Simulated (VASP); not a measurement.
A run of VASP 6.6.1:

The input POSCAR:

```
Si
1.0
   -3.3753259543      3.3753259543      1.8935498751
    3.3753259543     -3.3753259543      1.8935498751
    3.3753259543      3.3753259543     -1.8935498751
Si
4
Direct
    0.1788010600      0.1788010600      0.3576021200
    0.8211989400      0.8211989400      0.6423978800
    0.1788010600      0.8211989400      0.0000000000
    0.8211989400      0.1788010600      0.0000000000
```

INCAR.step1

```
PREC = Accurate
ENCUT = 520
ISMEAR = 0
SIGMA = 0.03
LREAL = False
LASPH = True
NELM = 100
NBANDS = 16
GGA = PE
ALGO = Normal
EDIFF = 1E-4
LWAVE = True
LCHARG = False
```

File INCAR.step2:

```
PREC = Accurate
ENCUT = 520
EDIFF = 1E-6
ISMEAR = 0
SIGMA = 0.03
LREAL = False
LASPH = True
NELM = 100
ALGO = Normal
ISIF = 2
LWAVE = False
LCHARG = True
METAGGA = R2SCAN
LMIXTAU = True
LELF = True
LVHAR = True
NBANDS = 16
ISTART = 1
```

KPOINTS

```
regular mesh
0
Gamma
  10 10 10
```

Potentials or basis: VASP PAW PBE potentials, release 64 (Si).

Command:

```console
$ cat potpaw_PBE.64/Si/POTCAR > POTCAR
$ cp INCAR.step1 INCAR
$ mpirun -np 1 vasp_std > vasp.out
$ cp INCAR.step2 INCAR
$ mpirun -np 1 vasp_std > vasp.out
```

Hardware: 1 thread of Intel(R) Xeon(R) Platinum 8559C (Emerald Rapids) (shared host).

Task: Estimate the wall time of this run.

Result: It took 5 min on 1 thread of Intel(R) Xeon(R) Platinum 8559C (Emerald Rapids), with other jobs on the host, peak memory 0.3 GiB. Counts: k points 102.
